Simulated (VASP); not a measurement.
Input of a VASP 6.6.1 run:

The input INCAR:

```
PREC     = Accurate       # precision mode
ENCUT    = 600            # plane-wave cutoff, eV
EDIFF    = 1E-7           # SCF threshold, eV
ISMEAR   = 0              # smearing method
SIGMA    = 0.01           # smearing width, eV
LREAL    = False          # projectors in reciprocal space
LASPH    = True           # aspherical terms in the spheres
NELM     = 80             # most SCF steps
ALGO     = Normal         # electronic algorithm
ISIF     = 3              # what is computed and relaxed
LWAVE    = False          # write WAVECAR
LCHARG   = False          # write CHGCAR
GGA      = CA             # functional
IBRION   = 2              # ionic algorithm
NSW      = 100            # ionic steps
EDIFFG   = -0.002         # ionic threshold
```

The input KPOINTS:

```
regular mesh
0
Gamma
  16 16 16
```

The input POSCAR:

```
Sr
1.0
    0.0000000000      2.8922972281      2.8922972281
    2.8922972281      0.0000000000      2.8922972281
    2.8922972281      2.8922972281      0.0000000000
Sr
1
Direct
    0.0000000000      0.0000000000      0.0000000000
```

Potentials or basis: VASP PAW LDA potentials, release 64 (Sr_sv).

Command:

```sh
$ cat potpaw_LDA.64/Sr_sv/POTCAR > POTCAR
$ mpirun -np 1 vasp_std > vasp.out
```

Q: Predict the space group after relaxing (to 0.1 Å).

A: Fm-3m (No. 225).

Q: What does it give for the relaxed volume?

A: 48.53 Å³/atom.

Q: Estimate the relaxed cell.

A: a = 4.094 Å, b = 4.094 Å, c = 4.094 Å, α = 60.00°, β = 60.00°, γ = 60.00°.

Final structure:
```yaml
crystal:
  lattice:
    - [0.00000, 2.89509, 2.89509]
    - [2.89509, 0.00000, 2.89509]
    - [2.89509, 2.89509, 0.00000]
  atoms:
    - { symbol: Sr, position: [0.00000, 0.00000, 0.00000] }
```
